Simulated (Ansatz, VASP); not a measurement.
# Two plane-wave programs on C

```
C
1.0
     2.52207    0.00000    0.00000
     1.26103    2.18417    0.00000
     1.26103    0.72806    2.05926
C
2
Direct
  0.00000 0.00000 0.00000
  0.25000 0.25000 0.25000
```

Alike in both runs: task single point; functional B3LYP; k mesh 3 × 3 × 3; occupations fermi-dirac, width 0.15 eV; no spin polarisation.

|  | VASP | Ansatz |
| --- | --- | --- |
| version | VASP 6.6.1 | Ansatz 0.2.0 |
| potentials or method | VASP PAW PBE potentials, release 64 (C) | plane waves, PAW |
| plane-wave cutoff (eV) | 520 | 420 |
| valence electrons in the cell | 8 | 8 |

|  | VASP | Ansatz | Ansatz less VASP |
| --- | --- | --- | --- |
| gap on the k mesh at the Fermi level (eV) | 6.21 | 6.11 | -0.107 |

VASP's potentials were made for PBE, not for B3LYP. With one functional, cell and mesh, what is left measures potentials, basis and numerics.

The k mesh is coarse, so the values compare programs but aren't converged.
